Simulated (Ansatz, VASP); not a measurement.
## Two plane-wave programs on GaSe5

```xyz
6
Lattice="3.7183 0.0000 0.0000 -1.8592 3.2201 0.0000 0.0000 0.0000 11.2639" Properties=species:S:1:pos:R:3 pbc="T T T"
Ga    0.0000    0.0000    0.0000
Se    1.8592    1.0734    9.6900
Se    0.0000    0.0000    7.3980
Se    1.8592    1.0734    5.6320
Se    0.0000    0.0000    3.8659
Se    1.8592    1.0734    1.5739
```

Change from the starting cell: species swapped into the Mg5Cd type (P-6m2, No. 187).

Alike in both runs: task relaxation of cell and atoms; functional PBE; k mesh 12 × 12 × 4; occupations gaussian, width 0.1 eV; no spin polarisation.

|  | VASP | Ansatz |
| --- | --- | --- |
| version | VASP 6.6.1 | Ansatz 0.2.0 |
| potentials or method | VASP PAW PBE potentials, release 64 (Ga_d, Se), cutoff 600 eV | scalar-relativistic, plane waves, PAW |
| valence electrons in the cell | 43 | 93 |

|  | VASP | Ansatz | Ansatz less VASP |
| --- | --- | --- | --- |
| gap on the k mesh at the Fermi level, each at its own relaxed structure (eV) | none | none | - |
| relaxed volume (Å³/atom) | 22.50 | 22.48 | -0.024 |
| relaxed length of the cell vector where the two differ most in proportion (Å) | 11.268 | 11.264 | -0.0044 |

A gap of «none» marks a metal or a gap that the smearing closes. VASP's potentials hold 43 valence electrons a cell and Ansatz's 93, so a difference there can come from the potentials and not from the codes.
